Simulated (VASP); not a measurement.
Here is a VASP 6.6.1 calculation.

The input INCAR:

```
SYSTEM = C
PREC = Accurate
ENCUT = 910
EDIFF = 1E-6
ISMEAR = -1
SIGMA = 0.1
LREAL = .False.
LASPH = .True.
NELM = 120
ALGO = Normal
ISIF = 2
LWAVE = .False.
LCHARG = .False.
NBANDS = 8
GGA_COMPAT = .False.
```

File KPOINTS:

```
Automatic mesh
0
Gamma
  9 9 9
  0 0 0
```

Contents of POSCAR:

```
C
1.0
    1.7542114841      0.0000000000      0.0000000000
    0.0000000000      1.7542114841      0.0000000000
    0.0000000000      0.0000000000      1.7542114841
C
1
Direct
    0.0000000000      0.0000000000      0.0000000000
```

Potentials or basis: VASP PAW LDA potentials, release 64 (C_h).

Command:

```bash
$ cat potpaw_LDA.64/C_h/POTCAR > POTCAR
$ mpirun -np 1 vasp_std > vasp.out
```

(1) Estimate the band gap on the k mesh.

(2) What does it give for the pressure?

Results:

(1) zero (band 2 reaches 22.10 eV, above the bottom of band 3 at 11.45 eV).

(2) 0.4 GPa.

Caveat: the k points lie up to 0.40 Å⁻¹ apart; the cutoff is under 1.25 times the usual one of these potentials, so pressure, stress and relaxed cells hold a basis-set (Pulay) error.
